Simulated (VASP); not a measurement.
## GaSe3: single point with PBE

GaSe3:

```
Ga Se
1.0
    -3.87212    3.87212    3.06377
     3.87212   -3.87212    3.06377
     3.87212    3.87212   -3.06377
Ga Se
2 6
Direct
  0.25000 0.75000 0.50000
  0.75000 0.25000 0.50000
  0.25000 0.25000 0.00000
  0.75000 0.75000 0.00000
  0.67554 0.17554 0.85108
  0.32446 0.82446 0.14892
  0.17554 0.32446 0.50000
  0.82446 0.67554 0.50000
```

The cell was generated, and may not be a known phase.

* Program: VASP 6.6.1
* Task: single point
* Functional: PBE
* Potentials or basis: VASP PAW PBE potentials, release 64 (Ga_d, Se)
* Cutoff: 520 eV
* k mesh: 8 × 8 × 8
* Occupations: gaussian, width 0.1 eV
* Spin: no spin polarisation
* Dipole correction: no
* Further INCAR settings: ALGO = Normal; EDIFF = 1e-06; NBANDS = 41

```json
{"Pressure": "0.1 GPa", "Largest force": "0.022 eV/Å", "Band gap on the k mesh": "zero (bands 31 and 32 overlap by 0.91 eV)"}
```

Forces on the atoms (eV/Å):
```
Ga   0.000  0.000  0.000
Ga   0.000  0.000  0.000
Se   0.000  0.000  0.000
Se   0.000  0.000  0.000
Se   0.015  0.015  0.000
Se  -0.015 -0.015  0.000
Se  -0.015  0.015  0.000
Se   0.015 -0.015  0.000
```

Levels at points of the mesh, in eV from the Fermi level:
```tsv
k point	band 28	band 29	band 30	band 31	band 32	band 33	band 34	band 35
(0.00, 0.00, 0.00)	-0.75	0.34	0.34	0.40	1.20	1.20	2.08	2.18
(0.50, 0.00, 0.00)	-1.72	-0.98	-0.98	-0.08	-0.08	0.85	0.85	2.53
(0.50, 0.50, 0.00)	-1.48	-1.36	-1.25	-0.43	-0.12	1.74	1.80	2.71
(0.50, 0.50, 0.50)	-1.88	-1.04	-0.52	-0.52	-0.42	-0.42	1.44	1.81
```

Wall time 3.9 min on 1 thread of Intel(R) Xeon(R) 6975P-C (Granite Rapids) (shared host), peak memory 0.54 GiB.
